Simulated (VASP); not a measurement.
Set up this calculation in VASP 6.6.1, as the native input.

```yaml
Task: single point
Functional: LDA
Potentials_or_basis: VASP PAW LDA potentials, release 64 (W_sv)
Cutoff: 520 eV
k_mesh: 12 × 12 × 12
Occupations: fermi-dirac, width 0.1 eV
Spin: no spin polarisation
Dipole_correction: no
Further_INCAR_settings: ALGO = Normal; EDIFF = 1e-06; NBANDS = 13
```

The structure of W lies in POSCAR:

```
W
1.0
    0.0000000000      2.0567135898      2.0567135898
    2.0567135898      0.0000000000      2.0567135898
    2.0567135898      2.0567135898      0.0000000000
W
1
Direct
    0.0000000000      0.0000000000      0.0000000000
```

These files were run (other wordings do the same):

INCAR

```
PREC = Accurate
ENCUT = 520
EDIFF = 1E-6
ISMEAR = -1
SIGMA = 0.1
LREAL = False
LASPH = True
NELM = 80
ALGO = Normal
ISIF = 2
LWAVE = False
LCHARG = True
LELF = True
LVHAR = True
NBANDS = 13
```

KPOINTS

```
regular mesh
0
Gamma
  12 12 12
```

Potentials or basis: VASP PAW LDA potentials, release 64 (W_sv).

The run is started by

```sh
$ cat potpaw_LDA.64/W_sv/POTCAR > POTCAR
$ mpirun -np 1 vasp_std > vasp.out
```

It gave:

```
Pressure               : -25.3 GPa
Band gap on the k mesh : zero (band 7 reaches 12.45 eV, above the bottom of band 8 at 9.05 eV)
```

Caveat: spin-orbit coupling is left out, which moves the levels of the heavy elements.

Wall time 33 s on 1 thread of AMD EPYC 7R43 64-Core Processor (Zen 3) (shared host), peak memory 0.1 GiB.
